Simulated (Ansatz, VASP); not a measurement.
## W in VASP and in Ansatz

The input INCAR:

```
ALGO     = Normal         # electronic algorithm
EDIFF    = 1E-6           # SCF threshold, eV
ENCUT    = 520            # plane-wave cutoff, eV
GGA      = PE             # functional
ISIF     = 2              # what is computed and relaxed
ISMEAR   = -1             # smearing method
LASPH    = T              # aspherical terms in the spheres
LCHARG   = F              # write CHGCAR
LREAL    = F              # projectors in reciprocal space
LWAVE    = F              # write WAVECAR
NBANDS   = 13             # bands
NELM     = 60             # most SCF steps
PREC     = Accurate       # precision mode
SIGMA    = 0.1            # smearing width, eV
```

File KPOINTS:

```
k-points
0
Gamma
  23 23 23
```

The input POSCAR:

```
W
1.0
   -1.6335458396      1.6335458396      1.6335458396
    1.6335458396     -1.6335458396      1.6335458396
    1.6335458396      1.6335458396     -1.6335458396
W
1
Direct
    0.0000000000      0.0000000000      0.0000000000
```

Input for Ansatz:

```yaml
crystal:
  lattice:
    - [-1.6335458396, 1.6335458396, 1.6335458396]
    - [1.6335458396, -1.6335458396, 1.6335458396]
    - [1.6335458396, 1.6335458396, -1.6335458396]
  atoms:
    - { symbol: W, position: [0.0, 0.0, 0.0] }
hamiltonian:
  xc: pbe
  pseudopotentials:
    kind: paw
    azcp:
      W: "pseudopotentials/W.paw.azcp"
basis:
  ecutwfc: 420
  fft_grid_basis: typed
kpoints:
  mp_grid: { grid: [23, 23, 23], shift: [0, 0, 0] }
magnetization:
  spin_polarized: false
scf:
  occupations: { method: fermi_dirac, width: 0.1 }
output:
  stress: true
```

Alike in both runs: task single point; functional PBE; k mesh 23 × 23 × 23; occupations fermi-dirac, width 0.1 eV; no spin polarisation.

|  | VASP | Ansatz |
| --- | --- | --- |
| version | VASP 6.6.1 | Ansatz 0.2.0 |
| potentials or method | VASP PAW PBE potentials, release 64 (W_sv), cutoff 520 eV | plane waves (420 eV) with PAW, scalar-relativistic |
| valence electrons in the cell | 14 | 14 |

Ansatz gave:

| Item | Value |
| --- | --- |
| pressure (GPa) | -20.0 |

**Question.** Which values does VASP return?

**Answer.** Pressure (GPa): -19.7.

Neither program's run includes spin-orbit coupling.
